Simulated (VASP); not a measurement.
# Na6H: single point with PBE

Na6H:

```xyz
7
Lattice="5.3082 0.0000 0.0000 0.0000 5.3082 0.0000 0.0000 0.0000 5.3082" Properties=species:S:1:pos:R:3 pbc="T T T"
Na    1.1147    2.6541    2.6541
Na    2.6541    1.1147    2.6541
Na    4.1935    2.6541    2.6541
Na    2.6541    4.1935    2.6541
Na    2.6541    2.6541    1.1147
Na    2.6541    2.6541    4.1935
H     0.0000    0.0000    0.0000
```

The cell was built from a structure type or drawn by symmetry, and may not be a known phase.

```
Program                : VASP 6.6.1
Task                   : single point
Functional             : PBE
Potentials or basis    : VASP PAW PBE potentials, release 64 (Na_pv, H)
Cutoff                 : 520 eV
k mesh                 : 4 × 4 × 4
Occupations            : gaussian, width 0.1 eV
Spin                   : no spin polarisation
Dipole correction      : no
Further INCAR settings : ALGO = Normal; EDIFF = 1e-06; NBANDS = 30
```

```
Pressure               : 26.2 GPa
Largest force          : 5.262 eV/Å
Band gap on the k mesh : zero (an odd number of electrons rules out a gap without spin polarisation)
```

Forces on the atoms (eV/Å):
```
Na  -5.262  0.000  0.000
Na   0.000 -5.262  0.000
Na   5.262  0.000  0.000
Na   0.000  5.262  0.000
Na   0.000  0.000 -5.262
Na   0.000  0.000  5.262
H    0.000  0.000  0.000
```

Levels at points of the mesh, in eV from the Fermi level:
| k point | band 20 | band 21 | band 22 | band 23 | band 24 | band 25 |
| --- | --- | --- | --- | --- | --- | --- |
| (0.00, 0.00, 0.00) | -0.92 | 0.83 | 0.83 | 0.83 | 1.35 | 1.35 |
| (0.50, 0.00, 0.00) | -2.95 | 0.28 | 1.31 | 1.72 | 1.72 | 2.32 |
| (0.50, 0.50, 0.00) | -2.05 | -1.46 | -1.46 | 1.72 | 2.20 | 2.74 |
| (0.50, 0.50, 0.50) | -1.52 | -0.52 | -0.52 | -0.52 | 0.19 | 0.19 |

It took 60 s on 1 thread of Intel Xeon 8259CL, on a shared host, peak memory 0.24 GiB.

Caveat: the cell stands under pressure; forces of over 1 eV/Å act on the atoms, so gaps and moduli don't describe the material at rest.
